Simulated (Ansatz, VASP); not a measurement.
## One calculation of Mo, two programs

```
Mo
1.0
     4.99413    0.00000    0.00000
     0.00000    4.99413    0.00000
     0.00000    0.00000    4.99413
Mo
8
Direct
  0.50000 0.50000 0.50000
  0.00000 0.00000 0.00000
  0.25000 0.00000 0.50000
  0.50000 0.25000 0.00000
  0.50000 0.75000 0.00000
  0.75000 0.00000 0.50000
  0.00000 0.50000 0.75000
  0.00000 0.50000 0.25000
```

Alike in both runs: functional PBEsol; k mesh 4 × 4 × 4; occupations gaussian, width 0.1 eV; no spin polarisation.

Ansatz relaxed the structure, and its values are those at the end. VASP's run is a single point on that final structure, the one shown.

|  | VASP | Ansatz |
| --- | --- | --- |
| version | VASP 6.6.1 | Ansatz 0.2.0 |
| potentials or method | VASP PAW PBE potentials, release 64 (Mo_sv), cutoff 520 eV | scalar-relativistic, plane waves, PAW |
| valence electrons in the cell | 112 | 112 |

```tsv
	VASP	Ansatz	Ansatz less VASP
gap on the k mesh at the Fermi level (eV)	none	none	-
pressure (GPa)	0.6	0.1	-0.56
```

VASP's potentials were made for PBE, not for PBEsol. A gap of «none» marks a metal or a gap that the smearing closes.
